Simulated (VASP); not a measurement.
Crystal: LiNbO3.

```
CELL_PARAMETERS angstrom
2.56870 1.48304 4.62823
-2.56870 1.48304 4.62823
0.00000 -2.96608 4.62823
ATOMIC_POSITIONS crystal
Li 0.78217 0.78217 0.78217
Li 0.28217 0.28217 0.28217
Nb 0.50018 0.50018 0.50018
Nb 0.00018 0.00018 0.00018
O 0.60799 0.21964 0.86202
O 0.86202 0.60799 0.21964
O 0.10799 0.36202 0.71964
O 0.21964 0.86202 0.60799
O 0.71964 0.10799 0.36202
O 0.36202 0.71964 0.10799
```

Base run:

- Program: VASP 6.6.1
- Functional: r2SCAN
- Potentials or basis: VASP PAW PBE potentials, release 64 (Li_sv, Nb_sv, O)
- Cutoff: 520 eV
- k mesh: 6 × 6 × 6
- Occupations: fermi-dirac, width 0.02 eV
- Spin: no spin polarisation

Its results: band gap on the k mesh 4.03 eV (least direct gap 4.06 eV); largest force 0.024 eV/Å.

Task: The run is repeated on the same cell with these changes: functional from r2SCAN to PBE. What comes out?

Result: Band gap on the k mesh 3.61 eV (least direct gap 3.64 eV); largest force 0.115 eV/Å.

Caveats: the PAW data sets were made with another functional, which shifts forces and pressure a little (at least some runs).

A k mesh can miss the band edges.
